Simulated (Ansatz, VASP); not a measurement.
One calculation of SiC, two programs

The input INCAR:

```
ALGO = Normal
DIPOL = 0.5 0.5 0.500
EDIFF = 1E-7
ENCUT = 520
GGA = PE
IDIPOL = 3
ISIF = 2
ISMEAR = -1
LASPH = True
LCHARG = True
LDIPOL = True
LELF = True
LREAL = False
LVACPOTAV = True
LVHAR = True
LWAVE = False
NBANDS = 21
NELM = 80
PREC = Accurate
SIGMA = 0.02
```

File KPOINTS:

```
k-points
0
Gamma
  8 6 1
```

The input POSCAR:

```
SiC
1.0
    3.0969261021      0.0000000000      0.0000000000
    0.0000000000      4.3797148953      0.0000000000
    0.0000000000      0.0000000000     19.0969000000
Si C
3 3
Direct
    0.2500000000      0.1250000000      0.4189154758
    0.7500000000      0.6250000000      0.5000000000
    0.2500000000      0.1250000000      0.5810845242
    0.7500000000      0.8750000000      0.4189154758
    0.2500000000      0.3750000000      0.5000000000
    0.7500000000      0.8750000000      0.5810845242
```

Input for Ansatz:

```yaml
crystal:
  lattice:
    - [3.0969261021, 0.0, 0.0]
    - [0.0, 4.3797148953, 0.0]
    - [0.0, 0.0, 19.0969]
  atoms:
    - { symbol: Si, position: [0.25, 0.125, 0.4189154758] }
    - { symbol: C, position: [0.75, 0.875, 0.4189154758] }
    - { symbol: Si, position: [0.75, 0.625, 0.5] }
    - { symbol: C, position: [0.25, 0.375, 0.5] }
    - { symbol: Si, position: [0.25, 0.125, 0.5810845242] }
    - { symbol: C, position: [0.75, 0.875, 0.5810845242] }
kpoints:
  mp_grid: { grid: [8, 6, 1] }
scf:
  occupations: { method: fermi_dirac, width: 0.02 }
hamiltonian:
  xc: pbe
  pseudopotentials: { kind: all_electron, lapw: { basis_error: 0.001 } }
output:
  forces: true
  stress: true
  eigenvalues: true
  populations: true
  dos: { projected: true, de: 0.2, e_range: [-14, 8] }
efield:
  axis: 3
  amplitude: 0
  dipole_correction: true
```

Alike in both runs: task single point; functional PBE; k mesh 8 × 6 × 1; occupations fermi-dirac, width 0.02 eV; no spin polarisation.

|  | VASP | Ansatz |
| --- | --- | --- |
| version | VASP 6.6.1 | Ansatz 0.2.0 |
| potentials or method | VASP PAW PBE potentials, release 64 (Si, C), cutoff 520 eV | all-electron LAPW, scalar-relativistic |

```tsv
	VASP	Ansatz	Ansatz less VASP
rms of the force components (eV/Å)	1.195	1.200	+0.0049
```

Ansatz ran all-electron here, and VASP with PAW potentials.
